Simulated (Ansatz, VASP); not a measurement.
AlRu: VASP beside Ansatz

Contents of INCAR:

```
PREC = Accurate
ENCUT = 520
EDIFF = 1E-7
ISMEAR = 0
SIGMA = 0.15
LREAL = F
LASPH = T
NELM = 100
ALGO = Fast
ISIF = 2
LWAVE = F
LCHARG = F
GGA = PE
NBANDS = 16
```

The input KPOINTS:

```
regular mesh
0
Gamma
  16 16 16
```

Contents of POSCAR:

```
AlRu
1.0
    2.9916000000      0.0000000000      0.0000000000
    0.0000000000      2.9916000000      0.0000000000
    0.0000000000      0.0000000000      2.9467260000
Al Ru
1 1
Direct
    0.0000000000      0.0000000000      0.0000000000
    0.5000000000      0.5000000000      0.5000000000
```

Input for Ansatz:

```yaml
crystal:
  lattice:
    - [2.9916, 0.0, 0.0]
    - [0.0, 2.9916, 0.0]
    - [0.0, 0.0, 2.946726]
  atoms:
    - { symbol: Al, position: [0.0, 0.0, 0.0] }
    - { symbol: Ru, position: [0.5, 0.5, 0.5] }
basis:
  ecutwfc: 420
kpoints:
  mp_grid: { grid: [16, 16, 16] }
hamiltonian:
  xc: pbe
scf:
  occupations: { method: gaussian, width: 0.15 }
output:
  forces: true
  stress: true
  eigenvalues: true
```

Change from the starting cell: strain -0.0150 x Voigt [0, 0, 1, 0, 0, 0], atoms carried along.

Alike in both runs: task single point; functional PBE; k mesh 16 × 16 × 16; occupations gaussian, width 0.15 eV; no spin polarisation.

|  | VASP | Ansatz |
| --- | --- | --- |
| version | VASP 6.6.1 | Ansatz 0.2.0 |
| potentials or method | VASP PAW PBE potentials, release 64 (Al, Ru_pv), cutoff 520 eV | scalar-relativistic, plane waves, PAW |
| valence electrons in the cell | 17 | 19 |

|  | VASP | Ansatz | Ansatz less VASP |
| --- | --- | --- | --- |
| gap on the k mesh at the Fermi level (eV) | none | none | - |
| pressure (GPa) | 6.0 | 6.0 | +0.04 |
| traceless stress, the component that is largest in VASP (GPa) | 1.84 | 1.84 | -0.001 |

A gap of «none» marks a metal or a gap that the smearing closes. VASP's potentials hold 17 valence electrons a cell and Ansatz's 19, so a difference there can come from the potentials and not from the codes.
